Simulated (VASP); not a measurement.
# Ir (I4/mmm) in VASP: further runs

Ir is run at these levels: PBEsol; tasks: single point.

Everything below comes from runs of VASP 6.6.1. Logs are shortened: lines on timing, memory, paths and dates and some standing lists are left out, and cuts for length are marked.

## Step 1: The cell of the first run

Symmetry: I4/mmm, No. 139, tetragonal system. Conventional cell: a = 2.735 Å, b = 2.735 Å, c = 3.807 Å, α = 90.00°, β = 90.00°, γ = 90.00°. Ir (site symmetry 4/mmm) has 12 Ir at 2.71 to 2.74 Å within 3.6 Å.

## Step 2: Single point, PBEsol (biaxial strain in the a-b plane: +1.0 %)

INCAR reads:

```
PREC = Accurate
ENCUT = 520
EDIFF = 1E-7
ISMEAR = 0
SIGMA = 0.1
LREAL = F
LASPH = T
NELM = 60
ALGO = Fast
ISIF = 2
LWAVE = F
LCHARG = T
GGA = PS
LELF = T
LVHAR = T
NBANDS = 16
```

KPOINTS reads:

```
Automatic mesh
0
Gamma
  20 20 14
```

POSCAR reads:

```
Ir
1.0
    1.9342220734      1.9342220734      0.0000000000
   -1.9342220734      1.9342220734      0.0000000000
    0.0000000000      0.0000000000      3.8071618633
Ir
2
Direct
    0.0000000000      0.0000000000      0.0000000000
    0.5000000000      0.5000000000      0.5000000000
```

Potentials or basis: VASP PAW PBE potentials, release 64 (Ir).

Run with:

```
$ cat potpaw_PBE.64/Ir/POTCAR > POTCAR
$ mpirun -np 1 vasp_std > vasp.out
```

OUTCAR:

```text
PREC = Accurate
   ENCUT = 520
   EDIFF = 1E-7
   ISMEAR = 0
   LREAL = F
   LASPH = T
   NELM = 60
   ISIF = 2
   GGA = PS

 ion  position               nearest neighbor table
   1  0.000  0.000  0.000-   2 2.71   2 2.71   2 2.71   2 2.71   2 2.71   2 2.71   2 2.71   2 2.71

   2  0.500  0.500  0.500-   1 2.71   1 2.71   1 2.71   1 2.71   1 2.71   1 2.71   1 2.71   1 2.71

  LATTYP: Found a simple tetragonal cell.
 ALAT       =     2.7354030888
 C/A-ratio  =     1.3918101792

  Lattice vectors:

 A1 = (   1.9342220734,   1.9342220734,   0.0000000000)
 A2 = (  -1.9342220734,   1.9342220734,   0.0000000000)
 A3 = (   0.0000000000,   0.0000000000,   3.8071618633)

Analysis of symmetry for initial positions (statically):
=====================================================================
 Subroutine PRICEL returns following result:

  LATTYP: Found a body centered tetragonal cell.
 ALAT       =     2.7354030888
 C/A-ratio  =     1.3918101792

  Lattice vectors:

 A1 = (   0.0000000000,  -1.9342220734,  -1.9035809317)
 A2 = (   0.0000000000,   1.9342220734,  -1.9035809316)
 A3 = (   1.9342220734,   0.0000000000,   1.9035809316)

   2 primitive cells build up your supercell.

 Routine SETGRP: Setting up the symmetry group for a
 simple tetragonal supercell.

 Subroutine GETGRP returns: Found 16 space group operations
 (whereof 16 operations were pure point group operations)
 out of a pool of 16 trial point group operations.

The static configuration has the point symmetry D_4h.

Analysis of symmetry for dynamics (positions and initial velocities):
=====================================================================
 Subroutine PRICEL returns following result:

  LATTYP: Found a body centered tetragonal cell.
 ALAT       =     2.7354030888
 C/A-ratio  =     1.3918101792

  Lattice vectors:

 A1 = (   0.0000000000,  -1.9342220734,  -1.9035809317)
 A2 = (   0.0000000000,   1.9342220734,  -1.9035809316)
 A3 = (   1.9342220734,   0.0000000000,   1.9035809316)

   2 primitive cells build up your supercell.

 Routine SETGRP: Setting up the symmetry group for a
 simple tetragonal supercell.

 Subroutine GETGRP returns: Found 16 space group operations
 (whereof 16 operations were pure point group operations)
 out of a pool of 16 trial point group operations.

The dynamic configuration has the point symmetry D_4h.

 Subroutine INISYM returns: Found 16 space group operations
 (whereof 16 operations are pure point group operations),
 and found     2 'primitive' translations

----------------------------------------------------------------------------------------

                                     Primitive cell

  volume of cell :      14.2434

  direct lattice vectors                    reciprocal lattice vectors
     0.000000000 -1.934222073 -1.903580932     0.258501858 -0.258501858 -0.262662854
     0.000000000  1.934222073 -1.903580932     0.258501858  0.258501858 -0.262662854
     1.934222073  0.000000000  1.903580932     0.517003716  0.000000000  0.000000000

  length of vectors
     2.713823022  2.713823022  2.713823022     0.450153525  0.450153525  0.517003716

  position of ions in fractional coordinates (direct lattice)
     0.000000000  0.000000000  0.000000000

  ion indices of the primitive-cell ions
   primitive index   ion index
                 1           1

----------------------------------------------------------------------------------------

 KPOINTS: Automatic mesh

Automatic generation of k-mesh.
 Grid dimensions read from file:
 generate k-points for:   20   20   14

 Generating k-lattice:

  Cartesian coordinates                     Fractional coordinates (reciprocal lattice)
     0.012925093  0.012925093  0.000000000     0.050000000  0.000000000  0.000000000
    -0.012925093  0.012925093  0.000000000     0.000000000  0.050000000  0.000000000
     0.000000000  0.000000000  0.018761632     0.000000000  0.000000000  0.071428571

  Length of vectors
     0.018278842  0.018278842  0.018761632

  Shift w.r.t. Gamma in fractional coordinates (k-lattice)
     0.000000000  0.000000000  0.000000000

 Subroutine IBZKPT returns following result:
 ===========================================

 Found    528 irreducible k-points:

 Following reciprocal coordinates:
            Coordinates               Weight
  0.000000  0.000000  0.000000      1.000000
  0.050000  0.000000  0.000000      4.000000
  0.100000  0.000000  0.000000      4.000000
  0.150000  0.000000  0.000000      4.000000
  0.200000  0.000000  0.000000      4.000000
  0.250000  0.000000  0.000000      4.000000
[... 16 lines left out ...]
  0.150000  0.100000  0.000000      8.000000
  0.200000  0.100000  0.000000      8.000000
 [... further k-points ...]
   k-points           NKPTS =    528   k-points in BZ     NKDIM =    528   number of bands    NBANDS=     16
   number of dos      NEDOS =    301   number of ions     NIONS =      2
   total plane-waves  NPLWV =  11200
   dimension x,y,z NGX =    20 NGY =   20 NGZ =   28
   dimension x,y,z NGXF=    40 NGYF=   40 NGZF=   56
   ions per type =               2
   NGX,Y,Z   is equivalent  to a cutoff of  12.16, 12.16, 12.23 a.u.
   NGXF,Y,Z  is equivalent  to a cutoff of  24.31, 24.31, 24.45 a.u.
 SYSTEM =  unknown system
   PREC   = accura    normal or accurate (medium, high low for compatibility)
   ISTART =      0    job   : 0-new  1-cont  2-samecut
   ICHARG =      2    charge: 1-file 2-atom 10-const
   ISPIN  =      1    spin polarized calculation?
   LNONCOLLINEAR =      F non collinear calculations
   LSORBIT =      F    spin-orbit coupling
   LASPH  =      T    aspherical Exc in radial PAW
   ENCUT  =  520.0 eV  38.22 Ry    6.18 a.u.   5.09  5.09  7.08*2*pi/ulx,y,z
   NELM   =     60;   NELMIN=  2; NELMDL= -5     # of ELM steps
   EDIFF  = 0.1E-06   stopping-criterion for ELM
   LREAL  =      F    real-space projection
   EDIFFG = 0.1E-05   stopping-criterion for IOM
   NSW    =      0    number of steps for IOM
   IBRION =     -1    ionic relax: 0-MD 1-quasi-New 2-CG
   NFREE  =      0    steps in history (QN), initial steepest desc. (CG)
   ISIF   =      2    stress and relaxation
   ISYM   =      2    0-nonsym 1-usesym 2-fastsym
   POTIM  = 0.5000    time-step for ionic-motion
   TEBEG  =    0.0;   TEEND  =   0.0 temperature during run
   PSTRESS=    0.0 pullay stress
   NELECT =      18.0000    total number of electrons
   NUPDOWN=      -1.0000    fix difference up-down
   EMIN   =  10.00;   EMAX   =-10.00  energy-range for DOS
   EFERMI =   0.00;   METHOD = LEGACY
   ISMEAR =     0;   SIGMA  =   0.10  broadening in eV -4-tet -1-fermi 0-gaus
   EFERMI_NEDOS =   21; number of points for ismear=-14 and -15
   IALGO  =     68    algorithm
   IMIX   =      4    mixing-type and parameters
     AMIX     =   0.40;   BMIX     =  1.00
     AMIX_MAG =   1.60;   BMIX_MAG =  1.00
  volume/ion in A,a.u.               =      14.24        96.12
  Fermi-wavevector in a.u.,A,eV,Ry     =   1.404810  2.654706 26.850986  1.973492
  Thomas-Fermi vector in A             =   2.527335
   LORBIT       =      0    0 simple, 1 ext, 2 COOP (PROOUT), +10 PAW based schemes
   GGA     = PS    functional components
   LHFCALC =     F    Hartree Fock is set to
   AEXX    =    0.0000 exact exchange contribution
   IVDW    =     0    specifies the selected vdW correction
   LEPSILON=     F    determine dielectric tensor
   LRPA    =     F    only Hartree local field effects (RPA)
 non-spin polarized calculation
 RMM-DIIS sequential band-by-band and
 Gauss-broadening in eV      SIGMA  =   0.10
  energy-cutoff  :      520.00
  volume of cell :       28.49
 maximum number of plane-waves:       784
   NGX = 11   NGY = 11   NGZ = 15

 number of electron      17.9999995 magnetization

 Free energy of the ion-electron system (eV)
  ---------------------------------------------------
  ext. energy  EPLUGINS =         0.00000000
  ---------------------------------------------------
  free energy    TOTEN  =       -19.63578932 eV

  energy without entropy =      -19.62709595  energy(sigma->0) =      -19.63144263

 E-fermi :  10.1067     XC(G=0): -14.0620

 val. band max:       10.1037468045   @ k =   0.4500   0.1500   0.0714
 cond. band min:      10.1140129621   @ k =   0.4000   0.0000   0.1429
 fundamental gap:      0.0102661576
 Fermi energy:        10.1067307707

 k-point     1 :       0.0000    0.0000    0.0000
  band No.  band energies     occupation
      1      -0.9887      2.00000
      2       2.2792      2.00000
      3       2.8233      2.00000
      4       6.1974      2.00000
      5       6.1974      2.00000
      6       6.4031      2.00000
[... 8 lines left out ...]
     15      21.5625      0.00000
     16      24.4657      0.00000

 k-point     2 :       0.0500    0.0000    0.0000
  band No.  band energies     occupation
      1      -0.9154      2.00000
      2       2.3349      2.00000
      3       2.8738      2.00000
      4       6.1558      2.00000
      5       6.2262      2.00000
      6       6.4423      2.00000
[... 8 lines left out ...]
     15      21.8322      0.00000
     16      24.5934      0.00000

 k-point     3 :       0.1000    0.0000    0.0000
  band No.  band energies     occupation
      1      -0.6986      2.00000
      2       2.4876      2.00000
      3       3.0318      2.00000
      4       6.0386      2.00000
      5       6.3125      2.00000
      6       6.5511      2.00000
[... 8 lines left out ...]
     15      22.2873      0.00000
     16      24.9635      0.00000

 k-point     4 :       0.1500    0.0000    0.0000
  band No.  band energies     occupation
      1      -0.3481      2.00000
      2       2.7035      2.00000
      3       3.3090      2.00000
      4       5.8656      2.00000
      5       6.4549      2.00000
      6       6.6995      2.00000
[... 8 lines left out ...]
     15      23.1141      0.00000
     16      25.5383      0.00000
[... 324 lines left out ...]
 k-point    22 :       0.1000    0.1000    0.0000
  band No.  band energies     occupation
      1      -0.4132      2.00000
      2       2.7125      2.00000
      3       3.2195      2.00000
      4       5.7772      2.00000
      5       6.5416      2.00000
      6       6.7204      2.00000
[... 8 lines left out ...]
     15      22.9026      0.00000
     16      25.4558      0.00000

 k-point    23 :       0.1500    0.1000    0.0000
  band No.  band energies     occupation
      1      -0.0696      2.00000
      2       2.9421      2.00000
      3       3.4755      2.00000
      4       5.5692      2.00000
      5       6.7308      2.00000
      6       6.8938      2.00000
[... 8 lines left out ...]
     15      23.1917      0.00000
     16      26.0260      0.00000

 k-point    24 :       0.2000    0.1000    0.0000
  band No.  band energies     occupation
      1       0.3872      2.00000
      2       3.2007      2.00000
      3       3.8358      2.00000
      4       5.3491      2.00000
      5       6.9589      2.00000
      6       7.0247      2.00000
[... 8 lines left out ...]
     15      23.6894      0.00000
     16      26.7386      0.00000

 [... further k-points ...]

------------------------ aborting loop because EDIFF is reached ----------------------------------------

  FORCE on cell =-STRESS in cart. coord.  units (eV):
  Direction    XX          YY          ZZ          XY          YZ          ZX
  --------------------------------------------------------------------------------------
  -------------------------------------------------------------------------------------
  Total       -1.1108626     -1.1108626     -0.0252868      0.0000000     -0.0000000      0.0000000
  in kB      -62.4779690    -62.4779690     -1.4221987      0.0000000     -0.0000000      0.0000000
  external PRESSURE =     -42.1260455 kB  Pullay stress =       0.0000000 kB

 VOLUME and BASIS-vectors are now :
 -----------------------------------------------------------------------------
  energy-cutoff  :      520.00
  volume of cell :       28.49
      direct lattice vectors                 reciprocal lattice vectors
     1.934222073  1.934222073  0.000000000     0.258501858  0.258501858  0.000000000
    -1.934222073  1.934222073  0.000000000    -0.258501858  0.258501858  0.000000000
     0.000000000  0.000000000  3.807161863     0.000000000  0.000000000  0.262662854

 POSITION                                       TOTAL-FORCE (eV/Angst)
 -----------------------------------------------------------------------------------
      0.00000      0.00000      0.00000         0.000000     -0.000000      0.000000
      0.00000      1.93422      1.90358        -0.000000      0.000000      0.000000
 -----------------------------------------------------------------------------------
    total drift:                               -0.000000      0.000000      0.000000

  FREE ENERGIE OF THE ION-ELECTRON SYSTEM (eV)
  ---------------------------------------------------
  free  energy   TOTEN  =       -19.6357893174 eV

  energy  without entropy=      -19.6270959469  energy(sigma->0) =      -19.63144263
```

Wall time 92 s (1 thread of Intel Xeon 6975P-C (Granite Rapids), shared host); peak memory 0.3 GiB.

Results:

```yaml
Free_energy: -19.6358 eV
Pressure: -4.2 GPa
Band_gap_on_the_k_mesh: zero (bands 9 and 10 overlap by 3.47 eV)
```

Stress tensor (GPa, compression positive):
```
-6.25  0.00  0.00
 0.00 -6.25  0.00
 0.00  0.00 -0.14
```

Levels at points of the mesh, in eV from the Fermi level:
| k point | band 7 | band 8 | band 9 | band 10 | band 11 | band 12 |
| --- | --- | --- | --- | --- | --- | --- |
| (0.00, 0.00, 0.00) | -1.29 | -1.02 | 0.88 | 1.49 | 1.49 | 1.90 |
| (0.50, 0.00, 0.00) | -2.43 | -2.43 | -1.39 | -1.39 | 2.73 | 2.73 |
| (0.50, 0.50, 0.00) | 1.37 | 1.37 | 1.56 | 1.56 | 1.57 | 1.57 |
| (0.00, 0.00, 0.50) | -1.91 | -1.91 | -1.91 | -1.91 | -0.29 | -0.29 |
| (0.50, 0.00, 0.50) | -0.78 | -0.78 | 0.85 | 0.85 | 0.97 | 0.97 |
| (0.50, 0.50, 0.50) | -1.71 | -1.71 | 1.38 | 1.38 | 7.92 | 7.92 |

Caveat: the cell differs from its parent crystal (biaxial strain in the a-b plane: +1.0 %); the cell stands under tension; the PAW data sets were made with another functional, which shifts forces and pressure a little; spin-orbit coupling is left out, which moves the levels of the heavy elements.

## Step 3: Single point, PBEsol (biaxial strain in the a-b plane: +2.0 %, then relaxed in part)

INCAR reads:

```
SYSTEM = Ir
PREC = Accurate
ENCUT = 520
EDIFF = 1E-6
ISMEAR = 0
SIGMA = 0.1
LREAL = .False.
LASPH = .True.
NELM = 100
ALGO = Fast
ISIF = 2
LWAVE = .False.
LCHARG = .False.
GGA = PS
NBANDS = 16
```

KPOINTS reads:

```
Automatic mesh
0
Gamma
  20 20 14
  0 0 0
```

POSCAR reads:

```
Ir
1.0
    1.9533727870      1.9533727870      0.0000000000
   -1.9533727870      1.9533727870      0.0000000000
    0.0000000000      0.0000000000      3.7713220630
Ir
2
Direct
    0.0000000000      0.0000000000      0.0000000000
    0.5000000000      0.5000000000      0.5000000000
```

Potentials or basis: VASP PAW PBE potentials, release 64 (Ir).

Run with:

```
$ cat potpaw_PBE.64/Ir/POTCAR > POTCAR
$ mpirun -np 1 vasp_std > vasp.out
```

It took 89 s on 1 thread of Intel Xeon 6975P-C (Granite Rapids), shared host; peak memory 0.31 GiB.

Results (log left out):

* Free energy: -19.6033 eV
* Pressure: -7.6 GPa
* Band gap on the k mesh: zero (bands 9 and 10 overlap by 3.53 eV)

Stress tensor (GPa, compression positive):
```
-11.86   0.00   0.00
  0.00 -11.86   0.00
  0.00   0.00   0.82
```

Levels at points of the mesh, in eV from the Fermi level:
| k point | band 5 | band 6 | band 7 | band 8 | band 9 | band 10 | band 11 | band 12 | band 13 | band 14 |
| --- | --- | --- | --- | --- | --- | --- | --- | --- | --- | --- |
| (0.00, 0.00, 0.00) | -3.92 | -3.48 | -1.44 | -0.86 | 0.84 | 1.47 | 1.47 | 2.17 | 10.88 | 11.17 |
| (0.50, 0.00, 0.00) | -4.45 | -4.45 | -2.43 | -2.43 | -1.43 | -1.43 | 2.54 | 2.54 | 11.98 | 11.98 |
| (0.50, 0.50, 0.00) | 0.87 | 0.87 | 1.22 | 1.22 | 1.43 | 1.43 | 1.65 | 1.65 | 9.94 | 9.94 |
| (0.00, 0.00, 0.50) | -2.69 | -2.69 | -1.95 | -1.95 | -1.95 | -1.95 | -0.39 | -0.39 | 17.70 | 17.71 |
| (0.50, 0.00, 0.50) | -3.63 | -3.63 | -0.75 | -0.75 | 0.76 | 0.76 | 1.02 | 1.02 | 7.08 | 7.08 |
| (0.50, 0.50, 0.50) | -4.78 | -4.78 | -1.62 | -1.62 | 1.23 | 1.23 | 7.60 | 7.60 | 9.03 | 9.03 |

Caveat: the cell differs from its parent crystal (biaxial strain in the a-b plane: +2.0 %, then relaxed in part); the cell stands under tension; the PAW data sets were made with another functional, which shifts forces and pressure a little; spin-orbit coupling is left out, which moves the levels of the heavy elements.
